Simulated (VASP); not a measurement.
# Mg3BiSb (P3m1) in VASP: a series of runs

Runs on Mg3BiSb. Level: PBE. Tasks: single point, relaxation of cell and atoms.

Program: VASP 6.6.1. These are calculated values, not measurements. Logs are shortened: lines on timing, memory, paths and dates and some standing lists are left out, and cuts for length are marked.

### 1 The cell of the first run

The structure is trigonal, space group P3m1 (No. 156). Conventional cell: a = 4.650 Å, b = 4.650 Å, c = 7.362 Å, α = 90.00°, β = 90.00°, γ = 120.00°. Within 4.1 Å of Mg (site symmetry 3m) lie 3 Sb at 3.13 Å and 3 Bi at 3.16 Å and 6 Mg at 3.77 to 3.88 Å. Within 3.8 Å of Mg (site symmetry 3m) lie 3 Sb at 2.88 Å and 1 Bi at 3.05 Å and 6 Mg at 3.30 to 3.77 Å. Within 3.9 Å of Mg (site symmetry 3m) lie 3 Bi at 2.91 Å and 1 Sb at 2.94 Å and 6 Mg at 3.30 to 3.88 Å. Sb (site symmetry 3m) has 7 Mg at 2.88 to 3.13 Å within 3.8 Å. Bi (site symmetry 3m) has 7 Mg at 2.91 to 3.16 Å within 3.8 Å.

### 2 Single point, PBE

INCAR

```
SYSTEM = Mg3BiSb
PREC = Accurate
ENCUT = 520
EDIFF = 1E-7
ISMEAR = 0
SIGMA = 0.01
LREAL = .False.
LASPH = .True.
NELM = 60
ALGO = Fast
ISIF = 2
LWAVE = .False.
LCHARG = .True.
GGA = PE
LELF = .True.
LVHAR = .True.
NBANDS = 21
```

KPOINTS

```
Automatic mesh
0
Gamma
  12 12 6
  0 0 0
```

POSCAR

```
Mg3BiSb
1.0
    4.6503994756      0.0000000000      0.0000000000
   -2.3251997378      4.0273640836      0.0000000000
    0.0000000000      0.0000000000      7.3619965151
Mg Sb Bi
3 1 1
Direct
    0.0000000000      0.0000000000      0.0054898020
    0.3333333333      0.6666666667      0.3653210508
    0.6666666667      0.3333333333      0.6249316647
    0.6666666667      0.3333333333      0.2251444293
    0.3333333333      0.6666666667      0.7791130533
```

Potentials or basis: VASP PAW PBE potentials, release 64 (Mg, Sb, Bi_d).

Started as:

```sh
$ cat potpaw_PBE.64/Mg/POTCAR potpaw_PBE.64/Sb/POTCAR potpaw_PBE.64/Bi_d/POTCAR > POTCAR
$ mpirun -np 1 vasp_std > vasp.out
```

OUTCAR:

```text
SYSTEM = Mg3BiSb
   PREC = Accurate
   ENCUT = 520
   EDIFF = 1E-7
   ISMEAR = 0
   LREAL = .False.
   LASPH = .True.
   NELM = 60
   ISIF = 2
   GGA = PE

 ion  position               nearest neighbor table
   1  0.000  0.000  0.005-   4 3.13   4 3.13   4 3.13   5 3.16   5 3.16   5 3.16
   2  0.333  0.667  0.365-   4 2.88   4 2.88   4 2.88   5 3.05   3 3.30   3 3.30   3 3.30
   3  0.667  0.333  0.625-   5 2.91   5 2.91   5 2.91   4 2.94   2 3.30   2 3.30   2 3.30
   4  0.667  0.333  0.225-   2 2.88   2 2.88   2 2.88   3 2.94   1 3.13   1 3.13   1 3.13
   5  0.333  0.667  0.779-   3 2.91   3 2.91   3 2.91   2 3.05   1 3.16   1 3.16   1 3.16

  LATTYP: Found a hexagonal cell.
 ALAT       =     4.6503994756
 C/A-ratio  =     1.5830890558

  Lattice vectors:

 A1 = (   4.6503994756,   0.0000000000,   0.0000000000)
 A2 = (  -2.3251997378,   4.0273640836,   0.0000000000)
 A3 = (   0.0000000000,   0.0000000000,   7.3619965151)

Analysis of symmetry for initial positions (statically):
=====================================================================
 Subroutine PRICEL returns:
 Original cell was already a primitive cell.

 Routine SETGRP: Setting up the symmetry group for a
 hexagonal supercell.

 Subroutine GETGRP returns: Found  6 space group operations
 (whereof  6 operations were pure point group operations)
 out of a pool of 24 trial point group operations.

The static configuration has the point symmetry C_3v.

Analysis of symmetry for dynamics (positions and initial velocities):
=====================================================================
 Subroutine PRICEL returns:
 Original cell was already a primitive cell.

 Routine SETGRP: Setting up the symmetry group for a
 hexagonal supercell.

 Subroutine GETGRP returns: Found  6 space group operations
 (whereof  6 operations were pure point group operations)
 out of a pool of 24 trial point group operations.

The dynamic configuration has the point symmetry C_3v.

 Subroutine INISYM returns: Found  6 space group operations
 (whereof  6 operations are pure point group operations),
 and found     1 'primitive' translations

----------------------------------------------------------------------------------------

                                     Primitive cell

  volume of cell :     137.8817

  direct lattice vectors                    reciprocal lattice vectors
     4.650399476  0.000000000  0.000000000     0.215035290  0.124150683  0.000000000
    -2.325199738  4.027364084  0.000000000     0.000000000  0.248301365  0.000000000
     0.000000000  0.000000000  7.361996515     0.000000000  0.000000000  0.135832718

  length of vectors
     4.650399476  4.650399476  7.361996515     0.248301365  0.248301365  0.135832718

  position of ions in fractional coordinates (direct lattice)
     0.000000000  0.000000000  0.005489802
     0.333333333  0.666666667  0.365321051
     0.666666667  0.333333333  0.624931665
     0.666666667  0.333333333  0.225144429
     0.333333333  0.666666667  0.779113053

  ion indices of the primitive-cell ions
   primitive index   ion index
                 1           1
                 2           2
                 3           3
                 4           4
                 5           5

----------------------------------------------------------------------------------------

 KPOINTS: Automatic mesh

Automatic generation of k-mesh.
 Grid dimensions read from file:
 generate k-points for:   12   12    6

 Generating k-lattice:

  Cartesian coordinates                     Fractional coordinates (reciprocal lattice)
     0.017919608  0.010345890  0.000000000     0.083333333  0.000000000  0.000000000
     0.000000000  0.020691780  0.000000000     0.000000000  0.083333333  0.000000000
     0.000000000  0.000000000  0.022638786     0.000000000  0.000000000  0.166666667

  Length of vectors
     0.020691780  0.020691780  0.022638786

  Shift w.r.t. Gamma in fractional coordinates (k-lattice)
     0.000000000  0.000000000  0.000000000

 Subroutine IBZKPT returns following result:
 ===========================================

 Found    100 irreducible k-points:

 Following reciprocal coordinates:
            Coordinates               Weight
  0.000000  0.000000  0.000000      1.000000
  0.083333  0.000000  0.000000      6.000000
  0.166667  0.000000  0.000000      6.000000
  0.250000  0.000000  0.000000      6.000000
  0.333333  0.000000  0.000000      6.000000
  0.416667  0.000000  0.000000      6.000000
[... 16 lines left out ...]
  0.166667  0.000000  0.166667      6.000000
  0.000000  0.166667  0.166667      6.000000
 [... further k-points ...]
   k-points           NKPTS =    100   k-points in BZ     NKDIM =    100   number of bands    NBANDS=     21
   number of dos      NEDOS =    301   number of ions     NIONS =      5
   total plane-waves  NPLWV =  72576
   dimension x,y,z NGX =    36 NGY =   36 NGZ =   56
   dimension x,y,z NGXF=    72 NGYF=   72 NGZF=  112
   ions per type =               3   1   1
   NGX,Y,Z   is equivalent  to a cutoff of  12.87, 12.87, 12.65 a.u.
   NGXF,Y,Z  is equivalent  to a cutoff of  25.74, 25.74, 25.29 a.u.
 SYSTEM =  Mg3BiSb
   PREC   = accura    normal or accurate (medium, high low for compatibility)
   ISTART =      0    job   : 0-new  1-cont  2-samecut
   ICHARG =      2    charge: 1-file 2-atom 10-const
   ISPIN  =      1    spin polarized calculation?
   LNONCOLLINEAR =      F non collinear calculations
   LSORBIT =      F    spin-orbit coupling
   LASPH  =      T    aspherical Exc in radial PAW
   ENCUT  =  520.0 eV  38.22 Ry    6.18 a.u.   8.65  8.65 13.69*2*pi/ulx,y,z
   NELM   =     60;   NELMIN=  2; NELMDL= -5     # of ELM steps
   EDIFF  = 0.1E-06   stopping-criterion for ELM
   LREAL  =      F    real-space projection
   EDIFFG = 0.1E-05   stopping-criterion for IOM
   NSW    =      0    number of steps for IOM
   IBRION =     -1    ionic relax: 0-MD 1-quasi-New 2-CG
   NFREE  =      0    steps in history (QN), initial steepest desc. (CG)
   ISIF   =      2    stress and relaxation
   ISYM   =      2    0-nonsym 1-usesym 2-fastsym
   POTIM  = 0.5000    time-step for ionic-motion
   TEBEG  =    0.0;   TEEND  =   0.0 temperature during run
   PSTRESS=    0.0 pullay stress
   NELECT =      26.0000    total number of electrons
   NUPDOWN=      -1.0000    fix difference up-down
   EMIN   =  10.00;   EMAX   =-10.00  energy-range for DOS
   EFERMI =   0.00;   METHOD = LEGACY
   ISMEAR =     0;   SIGMA  =   0.01  broadening in eV -4-tet -1-fermi 0-gaus
   EFERMI_NEDOS =   21; number of points for ismear=-14 and -15
   IALGO  =     68    algorithm
   IMIX   =      4    mixing-type and parameters
     AMIX     =   0.40;   BMIX     =  1.00
     AMIX_MAG =   1.60;   BMIX_MAG =  1.00
  volume/ion in A,a.u.               =      27.58       186.09
  Fermi-wavevector in a.u.,A,eV,Ry     =   0.938780  1.774036 11.990914  0.881307
  Thomas-Fermi vector in A             =   2.066026
   LORBIT       =      0    0 simple, 1 ext, 2 COOP (PROOUT), +10 PAW based schemes
   GGA     = PE    functional components
   LHFCALC =     F    Hartree Fock is set to
   AEXX    =    0.0000 exact exchange contribution
   IVDW    =     0    specifies the selected vdW correction
   LEPSILON=     F    determine dielectric tensor
   LRPA    =     F    only Hartree local field effects (RPA)
 non-spin polarized calculation
 RMM-DIIS sequential band-by-band and
 Gauss-broadening in eV      SIGMA  =   0.01
  energy-cutoff  :      520.00
  volume of cell :      137.88
 maximum number of plane-waves:      3760
 NGX is ok and might be reduce to    36
   NGX = 17   NGY = 17   NGZ = 27

 number of electron      26.0000003 magnetization

 Free energy of the ion-electron system (eV)
  ---------------------------------------------------
  ext. energy  EPLUGINS =         0.00000000
  ---------------------------------------------------
  free energy    TOTEN  =       -14.01556744 eV

  energy without entropy =      -14.01551097  energy(sigma->0) =      -14.01553921

 E-fermi :   4.3080     XC(G=0):  -8.7772

 val. band max:        4.3001137412   @ k =   0.4167   0.0000   0.3333
 cond. band min:       4.3118913584   @ k =   0.0833   0.0000   0.0000
 fundamental gap:      0.0117776172
 Fermi energy:         4.3079905288

 k-point     1 :       0.0000    0.0000    0.0000
  band No.  band energies     occupation
      1     -17.7241      2.00000
      2     -17.7241      2.00000
      3     -17.7142      2.00000
      4     -17.6869      2.00000
      5     -17.6869      2.00000
      6      -6.7337      2.00000
[... 13 lines left out ...]
     20       8.4031      0.00000
     21       8.9854      0.00000

 k-point     2 :       0.0833    0.0000    0.0000
  band No.  band energies     occupation
      1     -17.7243      2.00000
      2     -17.7239      2.00000
      3     -17.7139      2.00000
      4     -17.6870      2.00000
      5     -17.6866      2.00000
      6      -6.6983      2.00000
[... 13 lines left out ...]
     20       8.3779      0.00000
     21       8.8038      0.00000

 k-point     3 :       0.1667    0.0000    0.0000
  band No.  band energies     occupation
      1     -17.7247      2.00000
      2     -17.7233      2.00000
      3     -17.7131      2.00000
      4     -17.6872      2.00000
      5     -17.6858      2.00000
      6      -6.5972      2.00000
[... 13 lines left out ...]
     20       8.3562      0.00000
     21       8.7977      0.00000
[... 457 lines left out ...]
 k-point    23 :       0.1667    0.0000    0.1667
  band No.  band energies     occupation
      1     -17.7247      2.00000
      2     -17.7233      2.00000
      3     -17.7131      2.00000
      4     -17.6872      2.00000
      5     -17.6858      2.00000
      6      -6.5751      2.00000
[... 13 lines left out ...]
     20       8.3371      0.00000
     21       9.0455      0.00000

 k-point    24 :       0.0000    0.1667    0.1667
  band No.  band energies     occupation
      1     -17.7247      2.00000
      2     -17.7233      2.00000
      3     -17.7131      2.00000
      4     -17.6872      2.00000
      5     -17.6858      2.00000
      6      -6.5749      2.00000
[... 13 lines left out ...]
     20       8.7060      0.00000
     21       8.8012      0.00000

 [... further k-points ...]

------------------------ aborting loop because EDIFF is reached ----------------------------------------

  FORCE on cell =-STRESS in cart. coord.  units (eV):
  Direction    XX          YY          ZZ          XY          YZ          ZX
  --------------------------------------------------------------------------------------
  -------------------------------------------------------------------------------------
  Total       -0.0305036     -0.0305036     -0.0429330     -0.0000000      0.0000000      0.0000000
  in kB       -0.3544505     -0.3544505     -0.4988785     -0.0000000      0.0000000      0.0000000
  external PRESSURE =      -0.4025931 kB  Pullay stress =       0.0000000 kB

 VOLUME and BASIS-vectors are now :
 -----------------------------------------------------------------------------
  energy-cutoff  :      520.00
  volume of cell :      137.88
      direct lattice vectors                 reciprocal lattice vectors
     4.650399476  0.000000000  0.000000000     0.215035290  0.124150683  0.000000000
    -2.325199738  4.027364084  0.000000000     0.000000000  0.248301365  0.000000000
     0.000000000  0.000000000  7.361996515     0.000000000  0.000000000  0.135832718

 POSITION                                       TOTAL-FORCE (eV/Angst)
 -----------------------------------------------------------------------------------
      0.00000      0.00000      0.04042        -0.000000      0.000000     -0.003866
     -0.00000      2.68491      2.68949        -0.000000      0.000000      0.014493
      2.32520      1.34245      4.60074         0.000000      0.000000      0.013022
      2.32520      1.34245      1.65751         0.000000     -0.000000     -0.017561
     -0.00000      2.68491      5.73583         0.000000     -0.000000     -0.006088
 -----------------------------------------------------------------------------------
    total drift:                                0.000000     -0.000000      0.000474

  FREE ENERGIE OF THE ION-ELECTRON SYSTEM (eV)
  ---------------------------------------------------
  free  energy   TOTEN  =       -14.0155674398 eV

  energy  without entropy=      -14.0155109716  energy(sigma->0) =      -14.01553921
```

Wall time 4.3 min (1 thread of AMD EPYC 7R13 (Zen 3), shared host); peak memory 0.46 GiB.

What came out:

- Free energy: -14.0156 eV
- Pressure: 0.0 GPa
- Largest force: 0.018 eV/Å
- Band gap on the k mesh: zero (bands 13 and 14 overlap by 0.02 eV)

Forces on the atoms (eV/Å):
```
Mg   0.000  0.000 -0.004
Mg   0.000  0.000  0.014
Mg   0.000  0.000  0.013
Sb   0.000  0.000 -0.018
Bi   0.000  0.000 -0.006
```

Levels at points of the mesh, in eV from the Fermi level:
```tsv
k point	band 9	band 10	band 11	band 12	band 13	band 14	band 15	band 16	band 17	band 18
(0.00, 0.00, 0.00)	-1.03	-1.03	-0.21	-0.21	0.01	0.42	1.03	3.08	3.08	3.84
(0.50, 0.00, 0.00)	-3.64	-3.14	-2.20	-2.10	-0.73	0.35	1.77	2.22	2.81	4.90
(0.00, 0.00, 0.50)	-2.90	-0.85	-0.85	-0.41	-0.41	1.44	1.58	2.70	2.70	3.59
(0.50, 0.00, 0.50)	-4.39	-1.83	-1.71	-1.40	-1.40	0.40	1.21	1.70	2.29	4.48
```

Caveat: spin-orbit coupling is left out, which moves the levels of the heavy elements.

### 3 Single point, PBE

INCAR

```
PREC = Accurate
ENCUT = 520
EDIFF = 1E-6
ISMEAR = 0
SIGMA = 0.01
LREAL = False
LASPH = True
NELM = 100
ALGO = Fast
ISIF = 2
LWAVE = False
LCHARG = False
GGA = PE
NBANDS = 21
```

KPOINTS

```
regular mesh
0
Gamma
  12 12 6
```

POSCAR is that of step 2.

Potentials or basis: VASP PAW PBE potentials, release 64 (Mg, Sb, Bi_d).

Started as:

```sh
$ cat potpaw_PBE.64/Mg/POTCAR potpaw_PBE.64/Sb/POTCAR potpaw_PBE.64/Bi_d/POTCAR > POTCAR
$ mpirun -np 1 vasp_std > vasp.out
```

It took 3.7 min on 1 thread of AMD EPYC 7R13 (Zen 3), shared host; peak memory 0.45 GiB.

Results (log left out):

```yaml
Free_energy: -14.0156 eV
Pressure: 0.0 GPa
Largest_force: 0.017 eV/Å
Band_gap_on_the_k_mesh: zero (bands 13 and 14 overlap by 0.02 eV)
```

Forces on the atoms (eV/Å):
```
Mg   0.000  0.000 -0.004
Mg   0.000  0.000  0.015
Mg   0.000  0.000  0.013
Sb   0.000  0.000 -0.017
Bi   0.000  0.000 -0.006
```

Levels at points of the mesh, in eV from the Fermi level:
```tsv
k point	band 11	band 12	band 13	band 14	band 15	band 16
(0.00, 0.00, 0.00)	-0.21	-0.21	0.01	0.42	1.03	3.08
(0.50, 0.00, 0.00)	-2.20	-2.10	-0.73	0.35	1.77	2.22
(0.00, 0.00, 0.50)	-0.85	-0.41	-0.41	1.44	1.58	2.70
(0.50, 0.00, 0.50)	-1.71	-1.40	-1.40	0.40	1.21	1.70
```

Caveat: spin-orbit coupling is left out, which moves the levels of the heavy elements.

### 4 Relaxation of cell and atoms, PBE

This run uses another cell than the first one, of 27.74 Å³/atom.

INCAR

```
SYSTEM = Mg3BiSb
ALGO = Fast
EDIFF = 1E-6
EDIFFG = -0.01
ENCUT = 600
GGA = PE
IBRION = 2
ISIF = 3
ISMEAR = 0
LASPH = .TRUE.
LCHARG = .FALSE.
LREAL = .FALSE.
LWAVE = .FALSE.
NELM = 60
NSW = 100
PREC = Accurate
SIGMA = 0.01
```

KPOINTS

```
k-points
0
G
  12 12 6
  0 0 0
```

POSCAR

```
Mg3BiSb
1.0
    4.6643404625      0.0000000000      0.0000000000
   -2.3321702313      4.0394373324      0.0000000000
    0.0000000000      0.0000000000      7.3603450000
Mg Sb Bi
3 1 1
Direct
    0.0000000000      0.0000000000      0.0044930000
    0.3333333300      0.6666666700      0.3649360000
    0.6666666700      0.3333333300      0.6258560000
    0.6666666700      0.3333333300      0.2250700000
    0.3333333300      0.6666666700      0.7796450000
```

Potentials or basis: VASP PAW PBE potentials, release 64 (Mg, Sb, Bi_d).

Started as:

```sh
$ cat potpaw_PBE.64/Mg/POTCAR potpaw_PBE.64/Sb/POTCAR potpaw_PBE.64/Bi_d/POTCAR > POTCAR
$ mpirun -np 1 vasp_std > vasp.out
```

OUTCAR:

```text
SYSTEM = Mg3BiSb
   EDIFF = 1E-6
   EDIFFG = -0.01
   ENCUT = 600
   GGA = PE
   IBRION = 2
   ISIF = 3
   ISMEAR = 0
   LASPH = .TRUE.
   LREAL = .FALSE.
   NELM = 60
   NSW = 100
   PREC = Accurate

 ion  position               nearest neighbor table
   1  0.000  0.000  0.004-   4 3.14   4 3.14   4 3.14   5 3.16   5 3.16   5 3.16
   2  0.333  0.667  0.365-   4 2.88   4 2.88   4 2.88   5 3.05   3 3.31   3 3.31   3 3.31
   3  0.667  0.333  0.626-   5 2.92   5 2.92   5 2.92   4 2.95   2 3.31   2 3.31   2 3.31
   4  0.667  0.333  0.225-   2 2.88   2 2.88   2 2.88   3 2.95   1 3.14   1 3.14   1 3.14
   5  0.333  0.667  0.780-   3 2.92   3 2.92   3 2.92   2 3.05   1 3.16   1 3.16   1 3.16

  LATTYP: Found a hexagonal cell.
 ALAT       =     4.6643404625
 C/A-ratio  =     1.5780033767

  Lattice vectors:

 A1 = (   4.6643404625,   0.0000000000,   0.0000000000)
 A2 = (  -2.3321702313,   4.0394373324,   0.0000000000)
[... 390 lines left out ...]
 E-fermi :   4.3142     XC(G=0):  -8.7793

 val. band max:        4.3051502780   @ k =   0.4167   0.0000   0.3333
 cond. band min:       4.3187796114   @ k =   0.0833   0.0000   0.0000
 fundamental gap:      0.0136293335
 Fermi energy:         4.3141623593

 k-point     1 :       0.0000    0.0000    0.0000
  band No.  band energies     occupation
      1     -17.7256      2.00000
      2     -17.7256      2.00000
      3     -17.7154      2.00000
      4     -17.6883      2.00000
      5     -17.6883      2.00000
      6      -6.7372      2.00000
[... 457 lines left out ...]
      4     -17.6886      2.00000
      5     -17.6871      2.00000
      6      -6.5787      2.00000
[... 9 lines left out ...]
     16       7.1920      0.00000
     17       7.2994      0.00000

 [... further k-points ...]

------------------------ aborting loop because EDIFF is reached ----------------------------------------

  FORCE on cell =-STRESS in cart. coord.  units (eV):
  Direction    XX          YY          ZZ          XY          YZ          ZX
  --------------------------------------------------------------------------------------
  -------------------------------------------------------------------------------------
  Total        0.0014980      0.0014980     -0.0178416     -0.0000000      0.0000000     -0.0000000
  in kB        0.0174154      0.0174154     -0.2074211     -0.0000000      0.0000000     -0.0000000
  external PRESSURE =      -0.0575301 kB  Pullay stress =       0.0000000 kB
[... 20 lines left out ...]
  FREE ENERGIE OF THE ION-ELECTRON SYSTEM (eV)
  ---------------------------------------------------
  free  energy   TOTEN  =       -14.0159274344 eV

  energy  without entropy=      -14.0158762817  energy(sigma->0) =      -14.01590186

 reached required accuracy - stopping structural energy minimisation
```

Wall time 12 min (1 thread of AMD EPYC 7R13 (Zen 3), shared host); peak memory 0.56 GiB.

Results:

| Item | Value |
| --- | --- |
| Free energy | -14.0159 eV |
| Relaxed volume | 27.56 Å³/atom |
| Relaxed cell | a = 4.650 Å, b = 4.650 Å, c = 7.359 Å, α = 90.00°, β = 90.00°, γ = 120.00° |
| Space group after relaxing (to 0.1 Å) | P3m1 (No. 156) |
| Energy gained by relaxing | 0.2 meV/atom |
| Ionic steps | 6 |
| Pressure after relaxing | 0.0 GPa |
| Largest force after relaxing | 0.005 eV/Å |
| Band gap on the k mesh | zero (bands 13 and 14 overlap by 0.02 eV) |

Forces on the atoms (eV/Å):
```
Mg   0.000  0.000  0.005
Mg   0.000  0.000  0.005
Mg   0.000  0.000 -0.005
Sb   0.000  0.000 -0.001
Bi   0.000  0.000 -0.004
```

Step by step:
```
step  energy change (eV)  largest force (eV/Å)  pressure (GPa)  volume (Å³)
   1              0.0000                0.0261           -0.28       138.68
   2             -0.0009                0.0163            0.00       137.72
   3             -0.0009                0.0157            0.02       137.69
   4             -0.0009                0.0135            0.02       137.70
   5             -0.0010                0.0108            0.02       137.72
   6             -0.0010                0.0054           -0.01       137.81
```

Final structure:
```xyz
5
Lattice="4.6501 0.0000 0.0000 -2.3250 4.0271 0.0000 0.0000 0.0000 7.3593" Properties=species:S:1:pos:R:3 pbc="T T T"
Mg    0.0000    0.0000    0.0383
Mg    0.0000    2.6847    2.6898
Mg    2.3250    1.3424    4.6021
Sb    2.3250    1.3424    1.6540
Bi    0.0000    2.6847    5.7344
```

Caveat: spin-orbit coupling is left out, which moves the levels of the heavy elements.
